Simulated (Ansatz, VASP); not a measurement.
**One calculation of Si2Ni, two programs**

File INCAR:

```
SYSTEM = Si2Ni
PREC     = Accurate       ! precision mode
ENCUT    = 600            ! plane-wave cutoff, eV
EDIFF    = 1E-6           ! SCF threshold, eV
ISMEAR   = 0              ! smearing method
SIGMA    = 0.1            ! smearing width, eV
LREAL    = .FALSE.        ! projectors in reciprocal space
LASPH    = .TRUE.         ! aspherical terms in the spheres
NELM     = 120            ! most SCF steps
ALGO     = Normal         ! electronic algorithm
ISIF     = 2              ! what is computed and relaxed
LWAVE    = .FALSE.        ! write WAVECAR
LCHARG   = .FALSE.        ! write CHGCAR
GGA      = PE             ! functional
NBANDS   = 16             ! bands
GGA_COMPAT= .FALSE.
```

The input KPOINTS:

```
Automatic mesh
0
G
  6 6 6
  0 0 0
```

Contents of POSCAR:

```
Si2Ni
1.0
    0.0000000000      2.6950000000      2.6950000000
    2.6950000000      0.0000000000      2.6950000000
    2.6950000000      2.6950000000      0.0000000000
Ni Si
1 2
Direct
    0.0000000000      0.0000000000      0.0000000000
    0.2500000000      0.2500000000      0.2500000000
    0.7500000000      0.7500000000      0.7500000000
```

Input for Ansatz:

```yaml
crystal:
  lattice:
    - [0.0, 2.695, 2.695]
    - [2.695, 0.0, 2.695]
    - [2.695, 2.695, 0.0]
  atoms:
    - { symbol: Ni, position: [0.0, 0.0, 0.0] }
    - { symbol: Si, position: [0.25, 0.25, 0.25] }
    - { symbol: Si, position: [0.75, 0.75, 0.75] }
basis:
  ecutwfc: 420
kpoints:
  mp_grid: { grid: [6, 6, 6] }
hamiltonian:
  xc: pbe
  pseudopotentials: { kind: paw, azcp: { folder: soft_1 } }
scf:
  occupations: { method: gaussian, width: 0.1 }
output:
  forces: true
  stress: true
  eigenvalues: true
```

Alike in both runs: task single point; functional PBE; k mesh 6 × 6 × 6; occupations gaussian, width 0.1 eV; no spin polarisation.

|  | VASP | Ansatz |
| --- | --- | --- |
| version | VASP 6.6.1 | Ansatz 0.2.0 |
| potentials or method | VASP PAW PBE potentials, release 64 (Ni, Si), cutoff 600 eV | scalar-relativistic, plane waves, PAW |
| valence electrons in the cell | 18 | 26 |

Ansatz gave:

```
gap on the k mesh at the Fermi level (eV) : none
pressure (GPa)                            : 5.3
```

Q: Which values does VASP return?

A: gap on the k mesh at the Fermi level (eV): none; pressure (GPa): 5.2.

A gap of «none» marks a metal or a gap that the smearing closes. VASP's potentials hold 18 valence electrons a cell and Ansatz's 26, so a difference there can come from the potentials and not from the codes.
